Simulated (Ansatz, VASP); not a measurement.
One calculation of In2Sb, two programs

POSCAR

```
In2Sb
1.0
    5.0961446016      0.0000000000      0.0000000000
   -2.5480723008      4.4133906863      0.0000000000
    0.0000000000      0.0000000000      7.2805909303
In Sb
4 2
Direct
    0.6666666667      0.3333333333      0.2500000000
    0.3333333333      0.6666666667      0.7500000000
    0.0000000000      0.0000000000      0.5000000000
    0.0000000000      0.0000000000      0.0000000000
    0.6666666667      0.3333333333      0.7500000000
    0.3333333333      0.6666666667      0.2500000000
```

The input INCAR.step1:

```
SYSTEM = In2Sb
PREC = Accurate
ENCUT = 520
ISMEAR = 0
SIGMA = 0.15
LREAL = .False.
LASPH = .True.
NELM = 100
NBANDS = 40
GGA = PE
ALGO = Normal
EDIFF = 1E-4
LWAVE = .True.
LCHARG = .False.
```

The input INCAR.step2:

```
SYSTEM = In2Sb
PREC = Accurate
ENCUT = 520
EDIFF = 1E-6
ISMEAR = 0
SIGMA = 0.15
LREAL = .False.
LASPH = .True.
NELM = 100
ALGO = Normal
ISIF = 2
LWAVE = .False.
LCHARG = .False.
METAGGA = R2SCAN
LMIXTAU = .True.
NBANDS = 40
ISTART = 1
```

The input KPOINTS:

```
Automatic mesh
0
Gamma
  12 12 8
  0 0 0
```

Input for Ansatz:

```yaml
crystal:
  lattice:
    - [5.0961446016, 0.0, 0.0]
    - [-2.5480723008, 4.4133906863, 0.0]
    - [0.0, 0.0, 7.2805909303]
  atoms:
    - { symbol: In, position: [0.6666666667, 0.3333333333, 0.25] }
    - { symbol: In, position: [0.3333333333, 0.6666666667, 0.75] }
    - { symbol: In, position: [0.0, 0.0, 0.5] }
    - { symbol: In, position: [0.0, 0.0, 0.0] }
    - { symbol: Sb, position: [0.6666666667, 0.3333333333, 0.75] }
    - { symbol: Sb, position: [0.3333333333, 0.6666666667, 0.25] }
basis:
  ecutwfc: 500
kpoints:
  mp_grid: { grid: [12, 12, 8] }
hamiltonian:
  xc: r2scan
scf:
  occupations: { method: gaussian, width: 0.15 }
output:
  forces: true
  stress: true
  eigenvalues: true
```

Alike in both runs: task single point; functional r2SCAN; k mesh 12 × 12 × 8; occupations gaussian, width 0.15 eV; no spin polarisation.

|  | VASP | Ansatz |
| --- | --- | --- |
| version | VASP 6.6.1 | Ansatz 0.2.0 |
| potentials or method | VASP PAW PBE potentials, release 64 (In_d, Sb), cutoff 520 eV | scalar-relativistic, plane waves, PAW |
| valence electrons in the cell | 62 | 82 |

|  | VASP | Ansatz | Ansatz less VASP |
| --- | --- | --- | --- |
| gap on the k mesh at the Fermi level (eV) | none | none | - |
| pressure (GPa) | 2.4 | 2.4 | +0.03 |
| traceless stress, the component that is largest in VASP (GPa) | -3.91 | -3.88 | +0.025 |

VASP's potentials were made for PBE, not for r2SCAN. A gap of «none» marks a metal or a gap that the smearing closes. VASP's potentials hold 62 valence electrons a cell and Ansatz's 82, so a difference there can come from the potentials and not from the codes.

Spin-orbit coupling is off throughout.
